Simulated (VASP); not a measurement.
A run of VASP 6.6.1:

Contents of INCAR:

```
SYSTEM = ScAl3
PREC = Accurate
ENCUT = 520
EDIFF = 1E-6
ISMEAR = -1
SIGMA = 0.1
LREAL = .False.
LASPH = .True.
NELM = 100
ALGO = Normal
ISIF = 2
LWAVE = .False.
LCHARG = .False.
GGA = PE
NBANDS = 18
```

File KPOINTS:

```
Automatic mesh
0
Gamma
  6 6 6
  0 0 0
```

The input POSCAR:

```
ScAl3
1.0
    4.1875482624      0.0000000000      0.0000000000
    0.0000000000      4.1875482624      0.0000000000
    0.0000000000      0.0000000000      4.1875482624
Sc Al
1 3
Direct
    0.0000000000      0.0000000000      0.0000000000
    0.5000000000      0.0000000000      0.5000000000
    0.0000000000      0.5000000000      0.5000000000
    0.5000000000      0.5000000000      0.0000000000
```

Potentials or basis: VASP PAW PBE potentials, release 64 (Sc_sv, Al).

The run is started by

```bash
$ cat potpaw_PBE.64/Sc_sv/POTCAR potpaw_PBE.64/Al/POTCAR > POTCAR
$ mpirun -np 1 vasp_std > vasp.out
```

Hardware: 1 thread of Intel Xeon 8259CL (shared host).

Task: Estimate the wall time of this run.

Result: Wall time 26 s on 1 thread of Intel Xeon 8259CL, with other jobs on the host, peak memory 0.18 GiB. Counts: scf iterations 13, k points 20.
